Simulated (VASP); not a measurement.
Here is a VASP 6.6.1 calculation.

Contents of INCAR:

```
SYSTEM = WS2
PREC = Accurate
ENCUT = 400
EDIFF = 1E-6
ISMEAR = 0
SIGMA = 0.05
LREAL = .FALSE.
LASPH = .TRUE.
NELM = 120
ALGO = Normal
ISIF = 2
LWAVE = .FALSE.
LCHARG = .FALSE.
GGA = PS
NBANDS = 107
GGA_COMPAT = .FALSE.
```

The input KPOINTS:

```
regular mesh
0
G
  1 1 6
  0 0 0
```

File POSCAR:

```
WS2
1.0
   18.4000000000      0.0000000000      0.0000000000
    0.0000000000     12.4000000000      0.0000000000
    0.0000000000      0.0000000000      5.4481957144
W S
7 14
Direct
    0.7564280377      0.5000000000      0.3333333333
    0.5854760126      0.5000000000      0.3333333333
    0.6709520251      0.5000000000      0.8333333333
    0.4145239874      0.5000000000      0.3333333333
    0.5000000000      0.5000000000      0.8333333333
    0.2435719623      0.5000000000      0.3333333333
    0.3290479749      0.5000000000      0.8333333333
    0.6709520251      0.6263695166      0.1666666667
    0.7564280377      0.6263695166      0.6666666667
    0.5000000000      0.6263695166      0.1666666667
    0.5854760126      0.6263695166      0.6666666667
    0.3290479749      0.6263695166      0.1666666667
    0.4145239874      0.6263695166      0.6666666667
    0.2435719623      0.6263695166      0.6666666667
    0.6709520251      0.3736304834      0.1666666667
    0.7564280377      0.3736304834      0.6666666667
    0.5000000000      0.3736304834      0.1666666667
    0.5854760126      0.3736304834      0.6666666667
    0.3290479749      0.3736304834      0.1666666667
    0.4145239874      0.3736304834      0.6666666667
    0.2435719623      0.3736304834      0.6666666667
```

Potentials or basis: VASP PAW PBE potentials, release 64 (W_sv, S).

Launch:

```sh
$ cat potpaw_PBE.64/W_sv/POTCAR potpaw_PBE.64/S/POTCAR > POTCAR
$ mpirun -np 1 vasp_std > vasp.out
```

**Question.** What does it give for the largest force?

**Answer.** 3.129 eV/Å.

**Question.** What does it give for the band gap on the k mesh?

**Answer.** 0.31 eV (least direct gap 0.31 eV).

Forces on the atoms (eV/Å):
```
W   -2.459  0.000  1.934
W   -0.153  0.000 -0.127
W    0.418  0.000  0.679
W    0.153  0.000 -0.127
W    0.000  0.000 -0.224
W    2.459  0.000  1.934
W   -0.418  0.000  0.679
S    0.540 -0.202 -0.164
S    0.560 -0.750 -1.067
S    0.000  0.037  0.087
S   -0.042  0.022  0.000
S   -0.540 -0.202 -0.164
S    0.042  0.022  0.000
S   -0.560 -0.750 -1.067
S    0.540  0.202 -0.164
S    0.560  0.750 -1.067
S    0.000 -0.037  0.087
S   -0.042 -0.022  0.000
S   -0.540  0.202 -0.164
S    0.042 -0.022  0.000
S   -0.560  0.750 -1.067
```

Caveat: the PAW data sets were made with another functional, which shifts forces and pressure a little; spin-orbit coupling is left out, which moves the levels of the heavy elements.
